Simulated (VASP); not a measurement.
# ZnS (P6_3mc) in VASP: notebook, part 3 of 3

VASP 6.6.1.

## 5. Electric field gradients, PBE (19.99 Å³/atom)

This run uses another cell than the first one, of 19.99 Å³/atom.

Input file INCAR:

```
PREC = Accurate ; ENCUT = 520
EDIFF = 1E-8 ; ISMEAR = -1
SIGMA = 0.03 ; LREAL = False
LASPH = True ; NELM = 80
ALGO = Normal ; ISIF = 2
LWAVE = False ; LCHARG = False
GGA = PE ; LEFG = True
NBANDS = 26
```

Input file KPOINTS:

```
Automatic mesh
0
Gamma
  8 8 5
```

Input file POSCAR:

```
ZnS
1.0
    3.8362379197      0.0000000000      0.0000000000
   -1.9181189598      3.3222794933      0.0000000000
    0.0000000000      0.0000000000      6.2752859714
Zn S
2 2
Direct
    0.3333333333      0.6666666667      0.0000000000
    0.6666666667      0.3333333333      0.5000000000
    0.3333333333      0.6666666667      0.3850000000
    0.6666666667      0.3333333333      0.8850000000
```

Potentials or basis: VASP PAW PBE potentials, release 64 (Zn, S).

The run is started by

```bash
cat potpaw_PBE.64/Zn/POTCAR potpaw_PBE.64/S/POTCAR > POTCAR
mpirun -np 1 vasp_std > vasp.out
```

OUTCAR:

```text
PREC = Accurate
   ENCUT = 520
   EDIFF = 1E-8
   ISMEAR = -1
   LREAL = False
   LASPH = True
   NELM = 80
   ISIF = 2
   GGA = PE

 ion  position               nearest neighbor table
   1  0.333  0.667  0.000-   4 2.33   4 2.33   4 2.33   3 2.42
   2  0.667  0.333  0.500-   3 2.33   3 2.33   3 2.33   4 2.42
   3  0.333  0.667  0.385-   2 2.33   2 2.33   2 2.33   1 2.42
   4  0.667  0.333  0.885-   1 2.33   1 2.33   1 2.33   2 2.42

  LATTYP: Found a hexagonal cell.
 ALAT       =     3.8362379197
 C/A-ratio  =     1.6357916539

  Lattice vectors:

 A1 = (   3.8362379197,   0.0000000000,   0.0000000000)
 A2 = (  -1.9181189598,   3.3222794933,   0.0000000000)
 A3 = (   0.0000000000,   0.0000000000,   6.2752859714)

Analysis of symmetry for initial positions (statically):
=====================================================================
 Subroutine PRICEL returns:
 Original cell was already a primitive cell.

 Routine SETGRP: Setting up the symmetry group for a
 hexagonal supercell.

[... 898 lines left out ...]
     -0.00000      2.21485      0.00000         0.000000      0.000000      0.299409
      1.91812      1.10743      3.13764         0.000000     -0.000000      0.299409
     -0.00000      2.21485      2.41599        -0.000000      0.000000     -0.299409
      1.91812      1.10743      5.55363         0.000000     -0.000000     -0.299409
 -----------------------------------------------------------------------------------
    total drift:                               -0.000000     -0.000000      0.000394

  FREE ENERGIE OF THE ION-ELECTRON SYSTEM (eV)
  ---------------------------------------------------
  free  energy   TOTEN  =       -13.6710595742 eV

  energy  without entropy=      -13.6710595742  energy(sigma->0) =      -13.67105957

 Electric field gradients (V/A^2)
---------------------------------------------------------------------
 ion       V_xx      V_yy      V_zz      V_xy      V_xz      V_yz
---------------------------------------------------------------------
   1      -9.423    -9.426    18.849    -0.003     0.000    -0.000
   2      -9.423    -9.426    18.849    -0.003    -0.000     0.000
   3       3.047     3.047    -6.094    -0.000    -0.000     0.000
   4       3.047     3.047    -6.094    -0.000     0.000    -0.000
---------------------------------------------------------------------

 Electric field gradients after diagonalization (V/A^2)
 (convention: |V_zz| > |V_xx| > |V_yy|)
----------------------------------------------------------------------
 ion       V_xx      V_yy      V_zz     asymmetry (V_yy - V_xx)/ V_zz
----------------------------------------------------------------------
   1      -9.428    -9.422    18.849       0.000
   2      -9.428    -9.422    18.849       0.000
   3       3.048     3.047    -6.094       0.000
   4       3.048     3.047    -6.094       0.000
----------------------------------------------------------------------

           NMR quadrupolar parameters

 Cq : quadrupolar parameter    Cq=e*Q*V_zz/h
 eta: asymmetry parameters     (V_yy - V_xx)/ V_zz
 Q  : nuclear electric quadrupole moment in mb (millibarn)
----------------------------------------------------------------------
 ion       Cq(MHz)       eta       Q (mb)
----------------------------------------------------------------------
   1       0.046       0.000       1.000
   2       0.046       0.000       1.000
   3      -0.015       0.000       1.000
   4      -0.015       0.000       1.000
----------------------------------------------------------------------
```

OSZICAR:

```text
N       E                     dE             d eps       ncg     rms          rms(c)
DAV:   1     0.245487070752E+03    0.24549E+03   -0.16985E+04  1560   0.165E+03
DAV:   2     0.102639989944E+02   -0.23522E+03   -0.22444E+03  1584   0.352E+02
DAV:   3    -0.139498093130E+02   -0.24214E+02   -0.23982E+02  1900   0.113E+02
DAV:   4    -0.145204125526E+02   -0.57060E+00   -0.56929E+00  1818   0.173E+01
DAV:   5    -0.145291162230E+02   -0.87037E-02   -0.87020E-02  1896   0.210E+00    0.956E+00
DAV:   6    -0.136803839876E+02    0.84873E+00   -0.16458E+00  2354   0.367E+01    0.738E+00
DAV:   7    -0.136759830100E+02    0.44010E-02   -0.11966E+00  1670   0.640E+00    0.340E+00
DAV:   8    -0.136700777352E+02    0.59053E-02   -0.35206E-02  1912   0.186E+00    0.937E-01
DAV:   9    -0.136706755646E+02   -0.59783E-03   -0.85208E-03  2118   0.134E+00    0.223E-01
DAV:  10    -0.136708343665E+02   -0.15880E-03   -0.63430E-04  1778   0.332E-01    0.917E-02
DAV:  11    -0.136710566827E+02   -0.22232E-03   -0.35669E-04  1614   0.124E-01    0.544E-02
DAV:  12    -0.136710560557E+02    0.62699E-06   -0.13098E-05  1910   0.341E-02    0.110E-02
DAV:  13    -0.136710594649E+02   -0.34091E-05   -0.56237E-06  1620   0.162E-02    0.229E-03
DAV:  14    -0.136710595171E+02   -0.52263E-07   -0.51329E-07  1928   0.151E-02    0.111E-03
DAV:  15    -0.136710595640E+02   -0.46878E-07   -0.65020E-08  1658   0.385E-03    0.730E-04
DAV:  16    -0.136710595742E+02   -0.10253E-07   -0.21945E-08  1440   0.104E-03    0.238E-04
DAV:  17    -0.136710595742E+02    0.35470E-10   -0.52366E-09   876   0.140E-03
   1 F= -.13671060E+02 E0= -.13671060E+02  d E =-.963341E-11
```

stdout:

```text
POSCAR found type information on POSCAR ZnS
 POSCAR found :  2 types and       4 ions
 scaLAPACK will be used
 LDA part: xc-table for (Slater+PW92), standard interpolation
 POSCAR, INCAR and KPOINTS ok, starting setup
 FFT: planning ... GRIDC
 FFT: planning ... GRID_SOFT
 FFT: planning ... GRID
 WAVECAR not read
 entering main loop
ion   1

ion   2

ion   3

ion   4
```

Run time: 71 s. Hardware: 1 thread of AMD EPYC 7R43 (Zen 3), shared host; peak memory 0.18 GiB.

What came out:

```yaml
Free_energy: -13.6711 eV
Pressure: 1.0 GPa
Largest_force: 0.299 eV/Å
Band_gap_on_the_k_mesh: 2.16 eV
Largest_electric_field_gradient_by_atom: Zn +18.8; S -6.1 V/Å²
```

Forces on the atoms (eV/Å):
```
Zn   0.000  0.000  0.299
Zn   0.000  0.000  0.299
S    0.000  0.000 -0.299
S    0.000  0.000 -0.299
```

Levels at points of the mesh, in eV from the valence-band top:
```csv
k point,band 14,band 15,band 16,band 17,band 18,band 19,band 20,band 21,band 22,band 23
"(0.00, 0.00, 0.00)",-0.83,-0.83,-0.02,-0.02,0.00,2.16,2.96,6.31,6.31,6.62
"(0.50, 0.00, 0.00)",-4.14,-3.07,-2.18,-1.51,-0.95,3.63,4.21,5.20,7.15,7.33
```

Electric field gradients, principal values (V/Å²):
| atom | least | middle | greatest (by size) |
| --- | --- | --- | --- |
| 1 Zn | -9.422 | -9.428 | 18.849 |
| 2 Zn | -9.422 | -9.428 | 18.849 |
| 3 S | 3.047 | 3.048 | -6.094 |
| 4 S | 3.047 | 3.048 | -6.094 |

Caveat: without QUAD_EFG the Cq values of the log hold for a quadrupole moment of 1 mb, not for the nuclei.

## 6. Overview

| cell | gap on the mesh (eV) | pressure (GPa) | largest force (eV/Å) |
| --- | --- | --- | --- |
| a = 3.734, b = 3.734, c = 6.108 Å, angles 90.0, 90.0, 120.0°, 4 atoms | 2.55 | 8.1 | 0.40 |
| a = 3.785, b = 3.785, c = 6.192 Å, angles 90.0, 90.0, 120.0°, 4 atoms | 2.35 | 4.2 | 0.35 |
| a = 3.836, b = 3.836, c = 6.275 Å, angles 90.0, 90.0, 120.0°, 4 atoms | 2.16 | 1.0 | 0.30 |

Alike in all rows: task electric field gradients; level PBE; potentials or basis VASP PAW PBE potentials, release 64 (Zn, S); no spin polarisation; k mesh 8 × 8 × 5; cutoff (eV) 520; smearing fermi-dirac 0.03 eV.

Caveats: the cell stands under pressure (at least some runs).

Absolute energies hang on the potentials; compare differences alone.
